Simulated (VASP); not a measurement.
Sc: single point with PBEsol

The system is Sc.

```
CELL_PARAMETERS angstrom
0.00000 2.33861 2.20239
2.33861 0.00000 2.20239
2.33861 2.33861 0.00000
ATOMIC_POSITIONS crystal
Sc 0.00000 0.00000 0.00000
```

This cell differs from its parent crystal: strain +0.030 along x and y, -0.030 along z.

```json
{
  "Program": "VASP 6.6.1",
  "Task": "single point",
  "Functional": "PBEsol",
  "Potentials or basis": "VASP PAW PBE potentials, release 64 (Sc_sv)",
  "Cutoff": "520 eV",
  "k mesh": "18 × 18 × 18",
  "Occupations": "gaussian, width 0.15 eV",
  "Spin": "no spin polarisation"
}
```

```yaml
Pressure: -1.0 GPa
```

Stress tensor (GPa, compression positive):
```
-1.55  0.00  0.00
 0.00 -1.55  0.00
 0.00  0.00 -0.05
```

Levels at points of the mesh, in eV from the Fermi level:
```csv
k point,band 3,band 4,band 5,band 6,band 7,band 8
"(0.00, 0.00, 0.00)",-27.66,-27.66,-5.24,1.49,1.49,1.87
"(0.50, 0.00, 0.00)",-27.73,-27.70,-1.81,0.29,1.26,1.72
"(0.50, 0.50, 0.00)",-27.84,-27.84,-1.52,-0.76,2.61,3.95
"(0.50, 0.00, 0.50)",-27.82,-27.77,-1.61,-0.60,1.71,3.93
```

It took 94 s on 1 thread of Intel(R) Xeon(R) Platinum 8488C (Sapphire Rapids), with other jobs on the host, peak memory 0.25 GiB.

Caveat: the cell differs from its parent crystal (strain +0.030 along x and y, -0.030 along z); the PAW data sets were made with another functional, which shifts forces and pressure a little.
